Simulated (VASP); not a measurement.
**AlN: single point with HSE06**

The system is AlN.

```xyz
2
Lattice="0.0000 1.9948 1.9948 1.9948 0.0000 1.9948 1.9948 1.9948 0.0000" Properties=species:S:1:pos:R:3 pbc="T T T"
Al    1.9948    1.9948    1.9948
N     0.0000    0.0000    0.0000
```

```yaml
Program: VASP 6.6.1
Task: single point
Functional: HSE06
Potentials_or_basis: VASP PAW PBE potentials, release 64 (Al, N)
Cutoff: 520 eV
k_mesh: 6 × 6 × 6
Occupations: gaussian, width 0.02 eV
Spin: no spin polarisation
```

```json
{"Pressure": "9.2 GPa", "Band gap on the k mesh": "6.40 eV (least direct gap 7.84 eV)"}
```

Levels at points of the mesh, in eV from the valence-band top:
| k point | band 2 | band 3 | band 4 | band 5 | band 6 | band 7 |
| --- | --- | --- | --- | --- | --- | --- |
| (0.00, 0.00, 0.00) | 0.00 | 0.00 | 0.00 | 7.84 | 13.96 | 13.96 |
| (0.50, 0.00, 0.00) | -9.28 | -1.24 | -1.24 | 7.82 | 12.94 | 12.94 |
| (0.50, 0.50, 0.00) | -8.31 | -3.16 | -3.16 | 6.40 | 6.56 | 16.78 |

Wall time 91 s on 1 thread of Intel(R) Xeon(R) 6975P-C (Granite Rapids), with other jobs on the host, peak memory 0.23 GiB.

Caveat: the k points lie up to 0.45 Å⁻¹ apart; the PAW data sets were made with another functional, which shifts forces and pressure a little. A k mesh can miss the band edges.
